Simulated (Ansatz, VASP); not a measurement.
## BaHf3H2 in VASP and in Ansatz

```
Ba Hf H
1.0
    -2.46344    2.46344    4.43768
     2.46344   -2.46344    4.43768
     2.46344    2.46344   -4.43768
Ba Hf H
1 3 2
Direct
  0.00000 0.00000 0.00000
  0.75000 0.25000 0.50000
  0.25000 0.75000 0.50000
  0.50000 0.50000 0.00000
  0.50000 0.00000 0.50000
  0.00000 0.50000 0.50000
```

Alike in both runs: functional PBE; k mesh 4 × 4 × 4; occupations gaussian, width 0.1 eV; no spin polarisation.

Ansatz relaxed the structure, and its values are those at the end. VASP's run is a single point on that final structure, the one shown.

```csv
,VASP,Ansatz
version,VASP 6.6.1,Ansatz 0.2.0
potentials or method,"VASP PAW PBE potentials, release 64 (Ba_sv, Hf_pv, H), cutoff 520 eV","scalar-relativistic, plane waves, PAW"
valence electrons in the cell,42,90
```

```tsv
	VASP	Ansatz	Ansatz less VASP
gap on the k mesh at the Fermi level (eV)	none	none	-
pressure (GPa)	0.6	0.1	-0.53
```

A gap of «none» marks a metal or a gap that the smearing closes. With one functional, cell and mesh, what is left measures potentials, basis and numerics. VASP's potentials hold 42 valence electrons a cell and Ansatz's 90, so a difference there can come from the potentials and not from the codes.

The k mesh is coarse, so the values compare programs but aren't converged. Neither program's run includes spin-orbit coupling.
